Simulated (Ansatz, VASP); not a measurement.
**Si3Ni: VASP beside Ansatz**

Contents of INCAR:

```
SYSTEM = Si3Ni
PREC     = Accurate       ! precision mode
ENCUT    = 600            ! plane-wave cutoff, eV
EDIFF    = 1E-6           ! SCF threshold, eV
ISMEAR   = 0              ! smearing method
SIGMA    = 0.1            ! smearing width, eV
LREAL    = .False.        ! projectors in reciprocal space
LASPH    = .True.         ! aspherical terms in the spheres
NELM     = 80             ! most SCF steps
ALGO     = Normal         ! electronic algorithm
ISIF     = 3              ! what is computed and relaxed
LWAVE    = .False.        ! write WAVECAR
LCHARG   = .False.        ! write CHGCAR
GGA      = PS             ! functional
IBRION   = 2              ! ionic algorithm
NSW      = 100            ! ionic steps
EDIFFG   = -0.01          ! ionic threshold
```

The input KPOINTS:

```
regular mesh
0
Gamma
  12 12 12
  0 0 0
```

Contents of POSCAR:

```
Si3Ni
1.0
    0.0000000000      2.9229053813      2.9229053813
    2.9229053813      0.0000000000      2.9229053813
    2.9229053813      2.9229053813      0.0000000000
Si Ni
3 1
Direct
    0.2500000000      0.2500000000      0.2500000000
    0.7500000000      0.7500000000      0.7500000000
    0.5000000000      0.5000000000      0.5000000000
    0.0000000000      0.0000000000      0.0000000000
```

Input for Ansatz:

```yaml
crystal:
  lattice:
    - [0.0, 2.9229053813, 2.9229053813]
    - [2.9229053813, 0.0, 2.9229053813]
    - [2.9229053813, 2.9229053813, 0.0]
  atoms:
    - { symbol: Si, position: [0.25, 0.25, 0.25] }
    - { symbol: Si, position: [0.75, 0.75, 0.75] }
    - { symbol: Si, position: [0.5, 0.5, 0.5] }
    - { symbol: Ni, position: [0.0, 0.0, 0.0] }
basis:
  ecutwfc: 420
kpoints:
  mp_grid: { grid: [12, 12, 12] }
hamiltonian:
  xc: pbesol
scf:
  occupations: { method: gaussian, width: 0.1 }
output:
  forces: true
  stress: true
  eigenvalues: true
relax:
  adjacent_minimum: "off"
  f_tol: 0.01
  max_steps: 80
  cell: { stress_tol: 0.05 }
```

Alike in both runs: task relaxation of cell and atoms; functional PBEsol; k mesh 12 × 12 × 12; occupations gaussian, width 0.1 eV; no spin polarisation.

```csv
,VASP,Ansatz
version,VASP 6.6.1,Ansatz 0.2.0
potentials or method,"VASP PAW PBE potentials, release 64 (Si, Ni), cutoff 600 eV","scalar-relativistic, plane waves, PAW"
valence electrons in the cell,22,30
```

Ansatz gave:

- gap on the k mesh at the Fermi level, each at its own relaxed structure (eV): none
- relaxed volume (Å³/atom): 12.90
- relaxed length of the cell vector where the two differ most in proportion (Å): 4.178

Question: What did VASP give for the same quantities?

Answer: gap on the k mesh at the Fermi level, each at its own relaxed structure (eV): none; relaxed volume (Å³/atom): 12.93; relaxed length of the cell vector where the two differ most in proportion (Å): 4.182.

VASP's potentials were made for PBE, not for PBEsol. A gap of «none» marks a metal or a gap that the smearing closes. VASP's potentials hold 22 valence electrons a cell and Ansatz's 30, so a difference there can come from the potentials and not from the codes.
